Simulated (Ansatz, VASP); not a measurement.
# AlN: VASP beside Ansatz

POSCAR

```
AlN
1.0
    0.0000000000      2.1156985656      2.3272684222
    2.1156985656      0.0000000000      2.3272684222
    2.1156985656      2.1156985656      0.0000000000
Al N
1 1
Direct
    0.0000000000      0.0000000000      0.0000000000
    0.7500000000      0.7500000000      0.7500000000
```

Contents of INCAR.step1:

```
PREC = Accurate ; ENCUT = 520
ISMEAR = 0 ; SIGMA = 0.05
LREAL = F ; LASPH = T
NELM = 100 ; NBANDS = 11
GGA = PE ; ALGO = Normal
EDIFF = 1E-4 ; LWAVE = T
LCHARG = F
```

Contents of INCAR.step2:

```
PREC = Accurate ; ENCUT = 520
EDIFF = 1E-6 ; ISMEAR = 0
SIGMA = 0.05 ; LREAL = F
LASPH = T ; NELM = 100
ALGO = Normal ; ISIF = 2
LWAVE = F ; LCHARG = F
METAGGA = R2SCAN ; LMIXTAU = T
NBANDS = 11 ; ISTART = 1
```

The input KPOINTS:

```
Automatic mesh
0
Gamma
  10 10 10
```

Input for Ansatz:

```yaml
crystal:
  lattice:
    - [0.0, 2.1156985656, 2.3272684222]
    - [2.1156985656, 0.0, 2.3272684222]
    - [2.1156985656, 2.1156985656, 0.0]
  atoms:
    - { symbol: Al, position: [0.0, 0.0, 0.0] }
    - { symbol: "N", position: [0.75, 0.75, 0.75] }
basis:
  ecutwfc: 500
kpoints:
  mp_grid: { grid: [10, 10, 10] }
hamiltonian:
  xc: r2scan
scf:
  occupations: { method: gaussian, width: 0.05 }
output:
  forces: true
  stress: true
  eigenvalues: true
```

Alike in both runs: task single point; functional r2SCAN; k mesh 10 × 10 × 10; occupations gaussian, width 0.05 eV; no spin polarisation.

|  | VASP | Ansatz |
| --- | --- | --- |
| version | VASP 6.6.1 | Ansatz 0.2.0 |
| potentials or method | VASP PAW PBE potentials, release 64 (Al, N), cutoff 520 eV | scalar-relativistic, plane waves, PAW |
| valence electrons in the cell | 8 | 8 |

```csv
,VASP,Ansatz,Ansatz less VASP
gap on the k mesh at the Fermi level (eV),3.60,3.61,+0.008
least direct gap on the mesh (eV),4.66,4.62,-0.039
pressure (GPa),-0.8,-0.4,+0.40
"traceless stress, the component that is largest in VASP (GPa)",-12.37,-12.33,+0.043
```

VASP's potentials were made for PBE, not for r2SCAN.
